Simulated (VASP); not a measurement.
# Ag (Fd-3m) in VASP: further runs, part 2 of 2

VASP 6.6.1. The steps go on from the part before.

**3. Single point, PBE (volume scaled by 0.4)**

INCAR reads:

```
SYSTEM = Ag
PREC = Accurate
ENCUT = 520
EDIFF = 1E-7
ISMEAR = -1
SIGMA = 0.1
LREAL = .False.
LASPH = .True.
NELM = 60
ALGO = Normal
ISIF = 2
LWAVE = .False.
LCHARG = .True.
GGA = PE
LELF = .True.
LVHAR = .True.
NBANDS = 18
```

KPOINTS reads:

```
regular mesh
0
Gamma
  12 12 12
  0 0 0
```

POSCAR reads:

```
Ag
1.0
    0.0000000000      2.2906833938      2.2906833938
    2.2906833938      0.0000000000      2.2906833938
    2.2906833938      2.2906833938      0.0000000000
Ag
2
Direct
   -0.1250000000     -0.1250000000     -0.1250000000
    0.1250000000      0.1250000000      0.1250000000
```

Potentials or basis: VASP PAW PBE potentials, release 64 (Ag).

Run with:

```
cat potpaw_PBE.64/Ag/POTCAR > POTCAR
mpirun -np 1 vasp_std > vasp.out
```

OUTCAR:

```text
SYSTEM = Ag
   PREC = Accurate
   ENCUT = 520
   EDIFF = 1E-7
   ISMEAR = -1
   LREAL = .False.
   LASPH = .True.
   NELM = 60
   ISIF = 2
   GGA = PE

 ion  position               nearest neighbor table
   1  0.875  0.875  0.875-   2 1.98   2 1.98   2 1.98   2 1.98
   2  0.125  0.125  0.125-   1 1.98   1 1.98   1 1.98   1 1.98

  LATTYP: Found a face centered cubic cell.
 ALAT       =     4.5813667876

  Lattice vectors:

 A1 = (   0.0000000000,   2.2906833938,   2.2906833938)
 A2 = (   2.2906833938,   0.0000000000,   2.2906833938)
 A3 = (   2.2906833938,   2.2906833938,   0.0000000000)

Analysis of symmetry for initial positions (statically):
=====================================================================
 Subroutine PRICEL returns:
 Original cell was already a primitive cell.

 Routine SETGRP: Setting up the symmetry group for a
 face centered cubic supercell.

 Subroutine GETGRP returns: Found 48 space group operations
 (whereof 12 operations were pure point group operations)
 out of a pool of 48 trial point group operations.

[... 154 lines left out ...]

 Free energy of the ion-electron system (eV)
  ---------------------------------------------------
  ext. energy  EPLUGINS =         0.00000000
  ---------------------------------------------------
  free energy    TOTEN  =        10.49551264 eV

  energy without entropy =       10.51317803  energy(sigma->0) =       10.50434534

 E-fermi :  15.5718     XC(G=0): -14.0828

 val. band max:       15.5485856314   @ k =  -0.4167   0.2500   0.0000
 cond. band min:      15.6031822726   @ k =  -0.3333   0.3333   0.1667
 fundamental gap:      0.0545966412
 Fermi energy:        15.5717557339

 k-point     1 :       0.0000    0.0000    0.0000
  band No.  band energies     occupation
      1       4.3952      2.00000
      2       4.4477      2.00000
      3       4.4477      2.00000
      4       5.4699      2.00000
      5       5.4699      2.00000
      6       5.4699      2.00000
[... 481 lines left out ...]
      5       6.1844      2.00000
      6       7.2940      2.00000
[... 10 lines left out ...]
     17      32.9619      0.00000
     18      36.6213      0.00000

 [... further k-points ...]
[... 5 lines left out ...]
  --------------------------------------------------------------------------------------
  -------------------------------------------------------------------------------------
  Total       47.1470542     47.1470542     47.1470542     -0.0000000     -0.0000000      0.0000000
  in kB     3142.2443018   3142.2443018   3142.2443018     -0.0000000     -0.0000000      0.0000000
  external PRESSURE =    3142.2443018 kB  Pullay stress =       0.0000000 kB

 VOLUME and BASIS-vectors are now :
 -----------------------------------------------------------------------------
  energy-cutoff  :      520.00
  volume of cell :       24.04
      direct lattice vectors                 reciprocal lattice vectors
     0.000000000  2.290683394  2.290683394    -0.218275472  0.218275472  0.218275472
     2.290683394  0.000000000  2.290683394     0.218275472 -0.218275472  0.218275472
     2.290683394  2.290683394  0.000000000     0.218275472  0.218275472 -0.218275472

 POSITION                                       TOTAL-FORCE (eV/Angst)
 -----------------------------------------------------------------------------------
      4.00870      4.00870      4.00870        -0.000000     -0.000000      0.000000
      0.57267      0.57267      0.57267         0.000000      0.000000      0.000000
 -----------------------------------------------------------------------------------
    total drift:                                0.000000      0.000000      0.000000

  FREE ENERGIE OF THE ION-ELECTRON SYSTEM (eV)
  ---------------------------------------------------
  free  energy   TOTEN  =        10.4955126400 eV

  energy  without entropy=       10.5131780302  energy(sigma->0) =       10.50434534
```

stdout:

```text
POSCAR found type information on POSCAR Ag
 POSCAR found :  1 types and       2 ions
 scaLAPACK will be used
 LDA part: xc-table for (Slater+PW92), standard interpolation
 POSCAR, INCAR and KPOINTS ok, starting setup
 FFT: planning ... GRIDC
 FFT: planning ... GRID_SOFT
 FFT: planning ... GRID
 WAVECAR not read
 entering main loop
```

It took 9.4 s on 1 thread of Intel Xeon 6975P-C (Granite Rapids), shared host; peak memory 0.15 GiB.

Results:

* Free energy: 10.4955 eV
* Pressure: 314.2 GPa
* Band gap on the k mesh: zero (band 11 reaches 16.97 eV, above the bottom of band 12 at 15.47 eV)

Levels at points of the mesh, in eV from the Fermi level:
```tsv
k point	band 9	band 10	band 11	band 12	band 13	band 14
(0.00, 0.00, 0.00)	-6.03	-2.95	-2.95	13.01	13.30	13.30
(0.50, 0.00, 0.00)	-4.22	-3.55	-3.55	-0.05	9.90	11.56
(0.50, 0.50, 0.00)	-3.17	-3.17	0.38	0.38	3.87	3.87
```

**4. Single point, PBE (volume scaled by 0.5)**

INCAR reads:

```
ALGO = Normal ; EDIFF = 1E-6
ENCUT = 520 ; GGA = PE
ISIF = 2 ; ISMEAR = -1
LASPH = T ; LCHARG = F
LREAL = F ; LWAVE = F
NBANDS = 18 ; NELM = 100
PREC = Accurate ; SIGMA = 0.1
```

KPOINTS reads:

```
k-points
0
Gamma
  12 12 12
```

POSCAR reads:

```
Ag
1.0
    0.0000000000      2.4675638837      2.4675638837
    2.4675638837      0.0000000000      2.4675638837
    2.4675638837      2.4675638837      0.0000000000
Ag
2
Direct
   -0.1250000000     -0.1250000000     -0.1250000000
    0.1250000000      0.1250000000      0.1250000000
```

Run with:

```
cat potpaw_PBE.64/Ag/POTCAR > POTCAR
mpirun -np 1 vasp_std > vasp.out
```

Wall time 16 s (1 thread of Intel Xeon 6975P-C (Granite Rapids), shared host); peak memory 0.17 GiB.

Results (log left out):

| Item | Value |
| --- | --- |
| Free energy | 2.4688 eV |
| Pressure | 138.5 GPa |
| Band gap on the k mesh | zero (band 11 reaches 12.15 eV, above the bottom of band 12 at 10.72 eV) |

Levels at points of the mesh, in eV from the Fermi level:
```csv
k point,band 8,band 9,band 10,band 11,band 12,band 13,band 14,band 15
"(0.00, 0.00, 0.00)",-4.88,-4.88,-2.78,-2.78,12.98,13.15,13.15,13.15
"(0.50, 0.00, 0.00)",-4.32,-3.12,-3.12,-3.04,-0.24,9.78,9.78,10.12
"(0.50, 0.50, 0.00)",-5.40,-2.83,-2.83,0.41,0.41,3.85,3.85,10.51
```

**5. Single point, PBE (volume scaled by 0.5)**

INCAR reads:

```
SYSTEM = Ag
ALGO = Normal
EDIFF = 1E-6
ENCUT = 520
GGA = PE
ISIF = 2
ISMEAR = -1
LASPH = .TRUE.
LCHARG = .FALSE.
LREAL = .FALSE.
LWAVE = .FALSE.
NBANDS = 18
NELM = 80
PREC = Accurate
SIGMA = 0.1
```

KPOINTS reads:

```
k-points
0
G
  12 12 12
  0 0 0
```

POSCAR is that of step 4.

Run with:

```
cat potpaw_PBE.64/Ag/POTCAR > POTCAR
mpirun -np 1 vasp_std > vasp.out
```

It took 16 s on 1 thread of Intel Xeon 6975P-C (Granite Rapids), shared host; peak memory 0.17 GiB.

The run converged. Its results:

```
Free energy            : 2.4688 eV
Pressure               : 138.5 GPa
Band gap on the k mesh : zero (band 11 reaches 12.15 eV, above the bottom of band 12 at 10.72 eV)
```

Levels at points of the mesh, in eV from the Fermi level:
| k point | band 7 | band 8 | band 9 | band 10 | band 11 | band 12 | band 13 | band 14 | band 15 | band 16 |
| --- | --- | --- | --- | --- | --- | --- | --- | --- | --- | --- |
| (0.00, 0.00, 0.00) | -4.88 | -4.88 | -4.88 | -2.78 | -2.78 | 12.98 | 13.15 | 13.15 | 13.15 | 13.93 |
| (0.50, 0.00, 0.00) | -4.32 | -4.32 | -3.12 | -3.12 | -3.04 | -0.24 | 9.78 | 9.78 | 10.12 | 14.06 |
| (0.50, 0.50, 0.00) | -5.40 | -5.40 | -2.83 | -2.83 | 0.41 | 0.41 | 3.85 | 3.85 | 10.51 | 10.51 |

**6. Single point, PBE (volume scaled by 0.6)**

INCAR reads:

```
SYSTEM = Ag
  PREC = Accurate
  ENCUT = 520
  EDIFF = 1E-6
  ISMEAR = -1
  SIGMA = 0.1
  LREAL = .FALSE.
  LASPH = .TRUE.
  NELM = 60
  ALGO = Normal
  ISIF = 2
  LWAVE = .FALSE.
  LCHARG = .FALSE.
  GGA = PE
  NBANDS = 18
```

KPOINTS reads:

```
Automatic mesh
0
G
  12 12 12
  0 0 0
```

POSCAR reads:

```
Ag
1.0
    0.0000000000      2.6221779061      2.6221779061
    2.6221779061      0.0000000000      2.6221779061
    2.6221779061      2.6221779061      0.0000000000
Ag
2
Direct
   -0.1250000000     -0.1250000000     -0.1250000000
    0.1250000000      0.1250000000      0.1250000000
```

Potentials or basis: VASP PAW PBE potentials, release 64 (Ag).

Run with:

```
cat potpaw_PBE.64/Ag/POTCAR > POTCAR
mpirun -np 1 vasp_std > vasp.out
```

Wall time 16 s (1 thread of Intel Xeon 6975P-C (Granite Rapids), shared host); peak memory 0.18 GiB.

Results (log left out):

```
Free energy            : -1.1253 eV
Pressure               : 63.1 GPa
Band gap on the k mesh : zero (band 11 reaches 9.01 eV, above the bottom of band 12 at 7.60 eV)
```

Levels at points of the mesh, in eV from the Fermi level:
```
           k point  band 9  band 10  band 11  band 12  band 13  band 14
(0.00, 0.00, 0.00)   -4.19    -2.67    -2.67    12.30    12.30    12.30
(0.50, 0.00, 0.00)   -2.89    -2.89    -2.16    -0.40     8.62     8.62
(0.50, 0.50, 0.00)   -2.65    -2.65     0.39     0.39     3.84     3.84
```

**7. Overview**

| cell | gap on the mesh (eV) | pressure (GPa) |
| --- | --- | --- |
| a = 3.240 Å, angles 60.0°, 2 atoms | none | 314.2 |
| a = 3.490 Å, angles 60.0°, 2 atoms | none | 138.5 |
| a = 3.708 Å, angles 60.0°, 2 atoms | none | 63.1 |

Alike in all rows: task single point; level PBE; potentials or basis VASP PAW PBE potentials, release 64 (Ag); no spin polarisation; k mesh 12 × 12 × 12; cutoff (eV) 520; smearing fermi-dirac 0.1 eV.

Absolute energies hang on the potentials; compare differences alone.
